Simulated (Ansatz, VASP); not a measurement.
**One calculation of KF, two programs**

```
K F
1.0
     0.12525    2.67350    2.67350
     2.79875    0.00000    2.79875
     2.67350    2.67350    0.12525
K F
1 1
Cartesian
  0.0000 0.0000 0.0000
  2.7988 2.6735 2.7988
```

Change from the starting cell: strain +0.0937 x Voigt [0, 0, 0, 0, 1, 0], atoms carried along.

Alike in both runs: task single point; functional PBE; k mesh 8 × 8 × 8; occupations gaussian, width 0.05 eV; no spin polarisation.

|  | VASP | Ansatz |
| --- | --- | --- |
| version | VASP 6.6.1 | Ansatz 0.2.0 |
| potentials or method | VASP PAW PBE potentials, release 64 (K_sv, F), cutoff 520 eV | scalar-relativistic, plane waves, PAW |
| valence electrons in the cell | 16 | 16 |

Ansatz gave:

```
gap on the k mesh at the Fermi level (eV)                     : 6.10
least direct gap on the mesh (eV)                             : 6.10
pressure (GPa)                                                : 1.3
traceless stress, the component that is largest in VASP (GPa) : -1.26
```

**Question.** Estimate VASP's values.

**Answer.** gap on the k mesh at the Fermi level (eV): 6.08; least direct gap on the mesh (eV): 6.08; pressure (GPa): 1.3; traceless stress, the component that is largest in VASP (GPa): -1.24.
